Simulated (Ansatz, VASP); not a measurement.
# One calculation of In3Sb, two programs

The input INCAR:

```
SYSTEM = In3Sb
PREC = Accurate
ENCUT = 520
EDIFF = 1E-6
ISMEAR = -1
SIGMA = 0.05
LREAL = .False.
LASPH = .True.
NELM = 80
ALGO = Normal
ISIF = 2
LWAVE = .False.
LCHARG = .False.
GGA = PS
NBANDS = 30
```

KPOINTS

```
Automatic mesh
0
Gamma
  6 6 6
  0 0 0
```

The input POSCAR:

```
In3Sb
1.0
    4.8689957945      0.0000000000      0.0000000000
    0.0000000000      4.8689957945      0.0000000000
    0.0000000000      0.0000000000      4.8689957945
Sb In
1 3
Direct
    0.0000000000      0.0000000000      0.0000000000
    0.0000000000      0.5000000000      0.5000000000
    0.5000000000      0.0000000000      0.5000000000
    0.5000000000      0.5000000000      0.0000000000
```

input.yaml

```yaml
crystal:
  lattice:
    - [4.8689957945, 0.0, 0.0]
    - [0.0, 4.8689957945, 0.0]
    - [0.0, 0.0, 4.8689957945]
  atoms:
    - { symbol: Sb, position: [0.0, 0.0, 0.0] }
    - { symbol: In, position: [0.0, 0.5, 0.5] }
    - { symbol: In, position: [0.5, 0.0, 0.5] }
    - { symbol: In, position: [0.5, 0.5, 0.0] }
kpoints:
  mp_grid: { grid: [6, 6, 6] }
scf:
  occupations: { method: fermi_dirac, width: 0.05 }
hamiltonian:
  xc: pbesol
  pseudopotentials: { kind: all_electron, lapw: { basis_error: 0.001 } }
output:
  forces: true
  stress: true
  eigenvalues: true
```

Change from the starting cell: volume scaled by 1.02.

Alike in both runs: task single point; functional PBEsol; k mesh 6 × 6 × 6; occupations fermi-dirac, width 0.05 eV; no spin polarisation.

|  | VASP | Ansatz |
| --- | --- | --- |
| version | VASP 6.6.1 | Ansatz 0.2.0 |
| potentials or method | VASP PAW PBE potentials, release 64 (Sb, In_d), cutoff 520 eV | all-electron LAPW, scalar-relativistic |

|  | VASP | Ansatz | Ansatz less VASP |
| --- | --- | --- | --- |
| gap on the k mesh at the Fermi level (eV) | none | none | - |
| pressure (GPa) | -3.2 | -3.2 | +0.03 |

VASP's potentials were made for PBE, not for PBEsol. A gap of «none» marks a metal or a gap that the smearing closes. Ansatz ran all-electron here, and VASP with PAW potentials.

Spin-orbit coupling is off throughout.
